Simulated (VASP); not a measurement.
## AgCl: single point with PBEsol

The system is AgCl.

```
CELL_PARAMETERS angstrom
0.00000 2.74542 2.77315
2.74542 0.00000 2.77315
2.74542 2.74542 0.00000
ATOMIC_POSITIONS crystal
Ag 0.50000 0.50000 0.50000
Cl 0.00000 0.00000 0.00000
```

This cell differs from its parent crystal: equal xx and yy strain of -1 %.

```
Program             : VASP 6.6.1
Task                : single point
Functional          : PBEsol
Potentials or basis : VASP PAW PBE potentials, release 64 (Ag, Cl)
Cutoff              : 520 eV
k mesh              : 9 × 9 × 9
Occupations         : fermi-dirac, width 0.01 eV
Spin                : no spin polarisation
```

| Quantity | Value |
| --- | --- |
| Pressure | -1.8 GPa |
| Band gap on the k mesh | 0.74 eV, indirect (least direct gap 3.06 eV) |

Stress tensor (GPa, compression positive):
```
-1.78  0.00  0.00
 0.00 -1.78  0.00
 0.00  0.00 -1.97
```

Levels at points of the mesh, in eV from the valence-band top:
| k point | band 7 | band 8 | band 9 | band 10 | band 11 | band 12 |
| --- | --- | --- | --- | --- | --- | --- |
| (0.00, 0.00, 0.00) | -2.41 | -2.41 | -2.38 | 0.74 | 10.74 | 10.76 |

Run time: 37 s on 1 thread of Intel(R) Xeon(R) Platinum 8375C CPU @ 2.90GHz (Ice Lake), with other jobs on the host, peak memory 0.2 GiB.

Caveat: the cell differs from its parent crystal (equal xx and yy strain of -1 %); the PAW data sets were made with another functional, which shifts forces and pressure a little. A k mesh can miss the band edges.
